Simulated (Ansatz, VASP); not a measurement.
## Two plane-wave programs on Mg5Te3

```
Mg Te
1.0
     6.03820    0.00000    0.00000
     0.00000    6.03820    0.00000
     0.00000    0.00000    6.03820
Mg Te
5 3
Direct
  0.00000 0.50000 0.50000
  0.50000 0.00000 0.50000
  0.50000 0.50000 0.00000
  0.00000 0.00000 0.00000
  0.50000 0.50000 0.50000
  0.50000 0.00000 0.00000
  0.00000 0.50000 0.00000
  0.00000 0.00000 0.50000
```

Alike in both runs: functional PBE; k mesh 3 × 3 × 3; occupations gaussian, width 0.2 eV; no spin polarisation.

Ansatz relaxed the structure, and its values are those at the end. VASP's run is a single point on that final structure, the one shown.

```csv
,VASP,Ansatz
version,VASP 6.6.1,Ansatz 0.2.0
potentials or method,"VASP PAW PBE potentials, release 64 (Mg, Te), cutoff 520 eV","scalar-relativistic, plane waves, PAW"
valence electrons in the cell,28,98
```

|  | VASP | Ansatz | Ansatz less VASP |
| --- | --- | --- | --- |
| gap on the k mesh at the Fermi level (eV) | none | none | - |
| pressure (GPa) | -0.1 | -0.1 | +0.05 |

A gap of «none» marks a metal or a gap that the smearing closes. VASP's potentials hold 28 valence electrons a cell and Ansatz's 98, so a difference there can come from the potentials and not from the codes.

Neither program's run includes spin-orbit coupling.
